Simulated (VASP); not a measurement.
# Fe: relaxation of cell and atoms with PBE

Fe:

```
Fe
1.0
    -1.44300    1.44300    1.44300
     1.44300   -1.44300    1.44300
     1.44300    1.44300   -1.44300
Fe
1
Direct
  0.00000 0.00000 0.00000
```

| Quantity | Value |
| --- | --- |
| Program | VASP 6.6.1 |
| Task | relaxation of cell and atoms |
| Functional | PBE |
| Potentials or basis | VASP PAW PBE potentials, release 64 (Fe) |
| Cutoff | 600 eV |
| k mesh | 16 × 16 × 16 |
| Occupations | fermi-dirac, width 0.05 eV |
| Spin | collinear spin, ferromagnetic start |
| Starting moments | [3.0] μB |
| Dipole correction | no |
| Further INCAR settings | ALGO = Normal; EDIFF = 1e-06; IBRION = 2; EDIFFG = -0.005; NSW = 100; ISIF = 3 |

```
Relaxed volume                                        : 11.36 Å³/atom
Relaxed cell                                          : a = 2.453 Å, b = 2.453 Å, c = 2.453 Å, α = 109.47°, β = 109.47°, γ = 109.47°
Space group after relaxing (to 0.05 Å)                : Im-3m (No. 229)
Energy gained by relaxing                             : 19.7 meV/atom
Ionic steps                                           : 3
Pressure after relaxing                               : 0.0 GPa
Net moment                                            : 2.20 μB per cell
Site moments                                          : Fe +2.20 μB
Valence electrons inside the program's atomic spheres : Fe 7.27
```

The path:
```tsv
step	energy change (eV)	largest force (eV/Å)	pressure (GPa)	volume (Å³)
1	0.0000	0.0000	-9.19	12.02
2	-0.0066	0.0000	8.73	10.86
3	-0.0197	0.0000	-0.01	11.36
```

Final structure:
```cif
data_structure
_symmetry_space_group_name_H-M 'P 1'
_symmetry_Int_Tables_number 1
_cell_length_a 2.4529
_cell_length_b 2.4529
_cell_length_c 2.4529
_cell_angle_alpha 109.471
_cell_angle_beta 109.471
_cell_angle_gamma 109.471
_cell_volume 11.36
loop_
_atom_site_label
_atom_site_type_symbol
_atom_site_fract_x
_atom_site_fract_y
_atom_site_fract_z
_atom_site_occupancy
Fe1 Fe 0.00000 0.00000 0.00000 1
```

Levels at points of the mesh, in eV from the Fermi level:
Spin up:
```csv
k point,band 1,band 2,band 3,band 4,band 5,band 6,band 7,band 8,band 9,band 10
"(0.00, 0.00, 0.00)",-8.44,-2.31,-2.31,-2.31,-1.10,-1.10,25.01,25.01,25.01,30.10
"(0.50, 0.00, 0.00)",-4.93,-3.39,-1.03,-0.91,0.38,0.51,7.35,18.36,20.21,23.48
"(0.50, 0.50, 0.50)",-4.85,-4.85,0.11,0.11,0.11,9.93,9.93,9.93,15.64,15.64
```
Spin down:
```tsv
k point	band 1	band 2	band 3	band 4	band 5	band 6
(0.00, 0.00, 0.00)	-8.27	-0.39	-0.39	-0.39	1.66	1.66
(0.50, 0.00, 0.00)	-3.64	-1.67	0.62	1.52	1.92	2.61
(0.50, 0.50, 0.50)	-3.02	-3.02	2.30	2.30	2.30	10.20
```

Wall time 48 s on 1 thread of AMD EPYC 9R45 96-Core Processor (Zen 5), with other jobs on the host, peak memory 0.13 GiB.
